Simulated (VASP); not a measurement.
Runs of VASP 6.6.1 on GaP. The structure is that of space group F-43m (No. 216), or close to it. The cells are those of the table. 

```csv
task,cell,gap on the mesh (eV),pressure (GPa)
relaxation of cell and atoms,"relaxed to 2 GPa from a = 3.854 Å, angles 60.0°, 2 atoms",(b),2.0
single point,"a = 3.893 Å, angles 60.0°, 2 atoms",1.58,0.0
single point,"a = 3.807 Å, angles 60.0°, 2 atoms",1.52,(a)
single point,"a = 3.833 Å, angles 60.0°, 2 atoms",1.56,3.9
relaxation of cell and atoms,"relaxed from a = 3.854 Å, angles 60.0°, 2 atoms",1.58,0.0
```

Alike in all rows: level PBE; potentials or basis VASP PAW PBE potentials, release 64 (Ga_d, P); no spin polarisation; k mesh 7 × 7 × 7; cutoff (eV) 500; smearing gaussian 0.01 eV.

Estimate the missing entries.

(a) 5.9; (b) 1.60.

Caveats: an odd mesh through Γ misses points on the zone boundary, where band edges can lie; the cell stands under pressure (at least some runs); the cell is relaxed towards a set pressure, so the run minimises the enthalpy, not the energy (at least some runs).

A k mesh can miss the band edges, and the runs leave out spin-orbit coupling on Ga.
